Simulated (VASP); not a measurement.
# In3Se (Cmmm) in VASP: single point with PBE+D3(BJ)

Aim: the single point of In3Se with PBE+D3(BJ).

Everything below comes from runs of VASP 6.6.1. Logs are shortened: lines on timing, memory, paths and dates and some standing lists are left out, and cuts for length are marked.

### 1 The cell of the first run

The structure is orthorhombic, space group Cmmm (No. 65). The conventional cell has a = 6.523 Å, b = 6.773 Å, c = 4.701 Å, α = 90.00°, β = 90.00°, γ = 90.00°. In (site symmetry mmm) has 4 Se at 3.26 to 3.39 Å and 8 In at 3.32 Å within 4.3 Å. Within 4.3 Å of In (site symmetry 2/m) lie 8 In at 3.26 to 3.39 Å and 4 Se at 3.32 Å. Se (site symmetry mmm) has 12 In at 3.26 to 3.39 Å within 4.3 Å.

### 2 Single point, PBE+D3(BJ) (strain +0.0375 x Voigt [0, 0, 0, 1, 0, 0])

INCAR reads:

```
SYSTEM = In3Se
PREC = Accurate ; ENCUT = 520
EDIFF = 1E-7 ; ISMEAR = 0
SIGMA = 0.15 ; LREAL = .FALSE.
LASPH = .TRUE. ; NELM = 100
ALGO = Normal ; ISIF = 2
LWAVE = .FALSE. ; LCHARG = .FALSE.
GGA = PE ; IVDW = 12
NBANDS = 30
```

KPOINTS reads:

```
regular mesh
0
G
  10 10 10
  0 0 0
```

POSCAR reads:

```
In3Se
1.0
    4.7008968791      0.0000000000      0.0000000000
    0.0000000000      4.7008968791      0.0881418165
    0.0000000000      0.0881418165      4.7008968791
In Se
3 1
Direct
    0.0000000000      0.5000000000      0.5000000000
    0.5000000000      0.0000000000      0.5000000000
    0.5000000000      0.5000000000      0.0000000000
    0.0000000000      0.0000000000      0.0000000000
```

Potentials or basis: VASP PAW PBE potentials, release 64 (In_d, Se).

The run is started by

```sh
$ cat potpaw_PBE.64/In_d/POTCAR potpaw_PBE.64/Se/POTCAR > POTCAR
$ mpirun -np 1 vasp_std > vasp.out
```

OUTCAR:

```text
SYSTEM = In3Se
   PREC = Accurate
   ENCUT = 520
   EDIFF = 1E-7
   ISMEAR = 0
   LREAL = .FALSE.
   LASPH = .TRUE.
   NELM = 100
   ISIF = 2
   GGA = PE
   IVDW = 12
 IVDW          = 12

 ion  position               nearest neighbor table
   1  0.000  0.500  0.500-   4 3.26   4 3.26   3 3.32   2 3.32   2 3.32   3 3.32   2 3.32   3 3.32
                             3 3.32   2 3.32   4 3.39   4 3.39
   2  0.500  0.000  0.500-   3 3.26   3 3.26   1 3.32   4 3.32   1 3.32   4 3.32   1 3.32   4 3.32
                             4 3.32   1 3.32   3 3.39   3 3.39
   3  0.500  0.500  0.000-   2 3.26   2 3.26   1 3.32   1 3.32   4 3.32   4 3.32   1 3.32   4 3.32
                             1 3.32   4 3.32   2 3.39   2 3.39
   4  0.000  0.000  0.000-   1 3.26   1 3.26   2 3.32   2 3.32   3 3.32   3 3.32   2 3.32   3 3.32
                             2 3.32   3 3.32   1 3.39   1 3.39

  LATTYP: Found a base centered orthorhombic cell.
 ALAT       =     6.5234207694
 B/A-ratio  =     1.0382165605
 C/A-ratio  =     0.7206183757

  Lattice vectors:

 A1 = (   0.0000000000,  -0.0881418165,  -4.7008968791)
 A2 = (   0.0000000000,   4.7008968791,   0.0881418165)
 A3 = (   4.7008968791,   0.0000000000,   0.0000000000)

Analysis of symmetry for initial positions (statically):
=====================================================================
 Subroutine PRICEL returns:
 Original cell was already a primitive cell.

 Routine SETGRP: Setting up the symmetry group for a
 base centered orthorhombic supercell.

 Subroutine GETGRP returns: Found  8 space group operations
 (whereof  8 operations were pure point group operations)
 out of a pool of  8 trial point group operations.

The static configuration has the point symmetry D_2h.

Analysis of symmetry for dynamics (positions and initial velocities):
=====================================================================
 Subroutine PRICEL returns:
 Original cell was already a primitive cell.

 Routine SETGRP: Setting up the symmetry group for a
 base centered orthorhombic supercell.

 Subroutine GETGRP returns: Found  8 space group operations
 (whereof  8 operations were pure point group operations)
 out of a pool of  8 trial point group operations.

The dynamic configuration has the point symmetry D_2h.

 Subroutine INISYM returns: Found  8 space group operations
 (whereof  8 operations are pure point group operations),
 and found     1 'primitive' translations

----------------------------------------------------------------------------------------

                                     Primitive cell

  volume of cell :     103.8459

[... 96 lines left out ...]
   IBRION =     -1    ionic relax: 0-MD 1-quasi-New 2-CG
   NFREE  =      0    steps in history (QN), initial steepest desc. (CG)
   ISIF   =      2    stress and relaxation
   ISYM   =      2    0-nonsym 1-usesym 2-fastsym
   POTIM  = 0.5000    time-step for ionic-motion
   TEBEG  =    0.0;   TEEND  =   0.0 temperature during run
   PSTRESS=    0.0 pullay stress
   NELECT =      45.0000    total number of electrons
   NUPDOWN=      -1.0000    fix difference up-down
   EMIN   =  10.00;   EMAX   =-10.00  energy-range for DOS
   EFERMI =   0.00;   METHOD = LEGACY
   ISMEAR =     0;   SIGMA  =   0.15  broadening in eV -4-tet -1-fermi 0-gaus
   EFERMI_NEDOS =   21; number of points for ismear=-14 and -15
   IALGO  =     38    algorithm
   IMIX   =      4    mixing-type and parameters
     AMIX     =   0.40;   BMIX     =  1.00
     AMIX_MAG =   1.60;   BMIX_MAG =  1.00
  volume/ion in A,a.u.               =      25.96       175.20
  Fermi-wavevector in a.u.,A,eV,Ry     =   1.238842  2.341072 20.881255  1.534729
  Thomas-Fermi vector in A             =   2.373350
   LORBIT       =      0    0 simple, 1 ext, 2 COOP (PROOUT), +10 PAW based schemes
   GGA     = PE    functional components
   LHFCALC =     F    Hartree Fock is set to
   AEXX    =    0.0000 exact exchange contribution
   IVDW    =    12    specifies the selected vdW correction
   LEPSILON=     F    determine dielectric tensor
   LRPA    =     F    only Hartree local field effects (RPA)
 non-spin polarized calculation
 Gauss-broadening in eV      SIGMA  =   0.15
  energy-cutoff  :      520.00
  volume of cell :      103.85
 maximum number of plane-waves:      2821
 NGX is ok and might be reduce to    36
   NGX = 17   NGY = 17   NGZ = 17

 number of electron      45.0000004 magnetization

 Free energy of the ion-electron system (eV)
  ---------------------------------------------------
  ext. energy  EPLUGINS =         0.00000000
  ---------------------------------------------------
  free energy    TOTEN  =       -11.64713872 eV

  energy without entropy =      -11.62876623  energy(sigma->0) =      -11.63795247

 E-fermi :   6.6277     XC(G=0): -10.0439

 val. band max:        6.6254147268   @ k =   0.1000  -0.4000   0.3000
 cond. band min:       6.6303191541   @ k =   0.2000  -0.4000   0.2000
 fundamental gap:      0.0049044273
 Fermi energy:         6.6276643544

 k-point     1 :       0.0000    0.0000    0.0000
  band No.  band energies     occupation
      1      -8.2291      2.00000
      2      -8.2154      2.00000
      3      -8.2067      2.00000
      4      -8.1952      2.00000
      5      -8.0685      2.00000
      6      -8.0669      2.00000
[... 781 lines left out ...]
     29      10.9440      0.00000
     30      13.2275      0.00000

 [... further k-points ...]

------------------------ aborting loop because EDIFF is reached ----------------------------------------

 Edisp (eV)   -1.36047

 E8    (eV) :    -0.6503

  FORCE on cell =-STRESS in cart. coord.  units (eV):
  Direction    XX          YY          ZZ          XY          YZ          ZX
  --------------------------------------------------------------------------------------
  -------------------------------------------------------------------------------------
  Total      -0.01175     0.05631     0.05631     0.00000    -0.23720     0.00000
  in kB      -0.18121     0.86884     0.86884     0.00000    -3.65965     0.00000
  external pressure =        0.52 kB  Pullay stress =        0.00 kB

 VOLUME and BASIS-vectors are now :
 -----------------------------------------------------------------------------
  energy-cutoff  :      520.00
  volume of cell :      103.85
      direct lattice vectors                 reciprocal lattice vectors
     4.700896879  0.000000000  0.000000000     0.212725364  0.000000000  0.000000000
     0.000000000  4.700896879  0.088141816     0.000000000  0.212800177 -0.003990003
     0.000000000  0.088141816  4.700896879     0.000000000 -0.003990003  0.212800177

 POSITION                                       TOTAL-FORCE (eV/Angst)
 -----------------------------------------------------------------------------------
      0.00000      2.39452      2.39452         0.000000      0.000000      0.000000
      2.35045      0.04407      2.35045         0.000000     -0.000000      0.000000
      2.35045      2.35045      0.04407         0.000000     -0.000000     -0.000000
      0.00000      0.00000      0.00000         0.000000      0.000000      0.000000
 -----------------------------------------------------------------------------------
    total drift:                                0.000000      0.000000      0.000000

  FREE ENERGIE OF THE ION-ELECTRON SYSTEM (eV)
  ---------------------------------------------------
  free  energy   TOTEN  =       -13.0076127063 eV

  energy  without entropy=      -12.9892402135  energy(sigma->0) =      -12.99842646
```

Run time: 3 min. Hardware: 1 thread of Intel Xeon 6975P-C (Granite Rapids), shared host; peak memory 0.56 GiB.

Results:

* Free energy: -13.0076 eV
* Pressure: 0.1 GPa
* Band gap on the k mesh: zero (an odd number of electrons rules out a gap without spin polarisation)
* Dispersion energy per atom: -0.340 eV

Levels at points of the mesh, in eV from the Fermi level:
```csv
k point,band 21,band 22,band 23,band 24,band 25,band 26
"(0.00, 0.00, 0.00)",-2.09,-2.08,0.94,1.19,1.43,4.12
"(0.50, 0.00, 0.00)",-1.43,-1.09,-0.29,-0.03,1.35,3.65
"(0.00, 0.50, 0.00)",-1.40,-1.08,-0.16,-0.16,1.35,3.87
"(0.50, 0.50, 0.00)",-0.91,-0.62,-0.58,1.40,1.80,1.97
"(0.00, 0.50, 0.50)",-0.91,-0.66,-0.55,1.56,1.65,1.92
"(0.50, 0.50, 0.50)",-4.36,-4.15,-3.41,3.06,3.22,3.40
```

Caveat: the cell differs from its parent crystal (strain +0.0375 x Voigt [0, 0, 0, 1, 0, 0]); spin-orbit coupling is left out, which moves the levels of the heavy elements.
